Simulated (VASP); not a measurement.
Input of a VASP 6.6.1 run:

Contents of INCAR:

```
ALGO = Normal
EDIFF = 1E-6
ENCUT = 600
GGA = PE
GGA_COMPAT = F
ISIF = 2
ISMEAR = 1
LASPH = T
LCHARG = T
LELF = T
LREAL = F
LVHAR = T
LWAVE = F
NBANDS = 18
NELM = 120
PREC = Accurate
SIGMA = 0.39
```

File KPOINTS:

```
k-points
0
Gamma
  6 6 6
```

POSCAR

```
ZnCu
1.0
    2.9205539200      0.0000000000      0.0000000000
    0.0000000000      2.9205539200      0.0000000000
    0.0000000000      0.0000000000      2.9205539200
Zn Cu
1 1
Direct
    0.5000000000      0.5000000000      0.5000000000
    0.0000000000      0.0000000000      0.0000000000
```

Potentials or basis: VASP PAW PBE potentials, release 64 (Zn, Cu).

Command:

```console
$ cat potpaw_PBE.64/Zn/POTCAR potpaw_PBE.64/Cu/POTCAR > POTCAR
$ mpirun -np 1 vasp_std > vasp.out
```

(1) Estimate the pressure.

Answers

(1) 6.7 GPa.
